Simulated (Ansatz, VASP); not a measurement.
## Sc2AlF3 in VASP and in Ansatz

```
Sc Al F
1.0
     3.10669    0.00000    0.00000
     0.00000    3.10669    0.00000
     0.00000    0.00000   10.38507
Sc Al F
2 1 3
Direct
  0.50000 0.50000 0.84736
  0.50000 0.50000 0.15264
  0.50000 0.50000 0.50000
  0.00000 0.00000 0.00000
  0.00000 0.00000 0.71455
  0.00000 0.00000 0.28545
```

Change from the starting cell: species swapped into the MgSc3Ru2 type (P4/mmm, No. 123).

Alike in both runs: task relaxation of cell and atoms; functional PBE; k mesh 6 × 6 × 2; occupations gaussian, width 0.1 eV; no spin polarisation.

|  | VASP | Ansatz |
| --- | --- | --- |
| version | VASP 6.6.1 | Ansatz 0.2.0 |
| potentials or method | VASP PAW PBE potentials, release 64 (Sc_sv, Al, F), cutoff 600 eV | scalar-relativistic, plane waves, PAW |
| valence electrons in the cell | 46 | 46 |

VASP gave:

```
gap on the k mesh at the Fermi level, each at its own relaxed structure (eV) : none
relaxed volume (Å³/atom)                                                     : 15.63
relaxed cell length with the largest relative difference (Å)                 : 10.015
```

Which values does Ansatz return?

gap on the k mesh at the Fermi level, each at its own relaxed structure (eV): none; relaxed volume (Å³/atom): 15.71; relaxed cell length with the largest relative difference (Å): 10.052.

A gap of «none» marks a metal or a gap that the smearing closes.
